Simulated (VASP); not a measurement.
BAs: single point with PBE-based screened hybrid with 25 % exact exchange

BAs:

```
B As
1.0
     3.08602    0.00000    0.00000
     0.00000    2.65103    0.00000
     0.00000    0.00000    3.07224
B As
1 1
Direct
  0.00000 0.50000 0.00000
  0.50000 0.50000 0.50000
```

```json
{
  "Program": "VASP 6.6.1",
  "Task": "single point",
  "Functional": "PBE-based screened hybrid with 25 % exact exchange",
  "Potentials or basis": "VASP PAW PBE potentials, release 64 (B, As)",
  "Cutoff": "520 eV",
  "k mesh": "6 × 4 × 3",
  "Occupations": "fermi-dirac, width 0.05 eV",
  "Spin": "no spin polarisation",
  "Dipole correction": "no",
  "Grid for exact exchange (PRECFOCK)": "Normal",
  "Share of exact exchange": "0.25",
  "Further INCAR settings": "ALGO = Normal; EDIFF = 1e-07; NBANDS = 11",
  "Screening parameter": "0.3 1/Å"
}
```

| Quantity | Value |
| --- | --- |
| Pressure | -0.3 GPa |
| Band gap on the k mesh | zero (bands 4 and 5 overlap by 4.67 eV) |

Stress tensor (GPa, compression positive):
```
-0.20  0.00  0.00
 0.00 -0.35  0.00
 0.00  0.00 -0.24
```

Levels at points of the mesh, in eV from the Fermi level:
```
           k point  band 2  band 3  band 4  band 5  band 6  band 7
(0.00, 0.00, 0.00)   -3.34   -3.27   -0.50    2.84    5.04    9.21
(0.50, 0.00, 0.00)  -11.79    1.14    1.38    3.61    5.82    6.09
(0.00, 0.50, 0.00)   -8.82   -1.32   -1.24    3.11    4.21    8.16
(0.50, 0.50, 0.00)   -8.71   -5.80   -3.28    2.72    3.91    7.13
```

Run time: 2.2 min on 1 thread of Intel(R) Xeon(R) Platinum 8488C (Sapphire Rapids) (shared host), peak memory 0.24 GiB.

Caveat: the k points lie up to 0.68 Å⁻¹ apart, too coarse for converged energies and pressures of a metal; the PAW data sets were made with another functional, which shifts forces and pressure a little.
